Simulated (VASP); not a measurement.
Be2C, 3 atoms in the cell. The structure is cubic, space group Fm-3m (No. 225). The conventional cell has a = 4.429 Å, b = 4.429 Å, c = 4.429 Å, α = 90.00°, β = 90.00°, γ = 90.00°. C (site symmetry m-3m) has 8 Be at 1.92 Å within 2.5 Å. Be (site symmetry -43m) has 4 C at 1.92 Å and 6 Be at 2.21 Å within 2.5 Å.  This cell differs from its parent crystal: strain +2.5%.

* Program: VASP 6.6.1
* Task: single point
* Functional: PBE
* Potentials or basis: VASP PAW PBE potentials, release 64 (C, Be)
* Cutoff: 600 eV
* k mesh: 10 × 10 × 10
* Occupations: fermi-dirac, width 0.02 eV
* Spin: no spin polarisation
* Dipole correction: no
* Further INCAR settings: ALGO = Normal; EDIFF = 1e-06; NBANDS = 11

Potentials or basis: VASP PAW PBE potentials, release 64 (C, Be).

The run is started by

```bash
$ cat potpaw_PBE.64/C/POTCAR potpaw_PBE.64/Be/POTCAR > POTCAR
$ mpirun -np 1 vasp_std > vasp.out
```

Hardware: 1 thread of Intel Xeon 8259CL, on a shared host.

Estimate the wall time of this run.

It took 27 s on 1 thread of Intel Xeon 8259CL, with other jobs on the host, peak memory 0.15 GiB. Counts: scf iterations 12, k points 47.
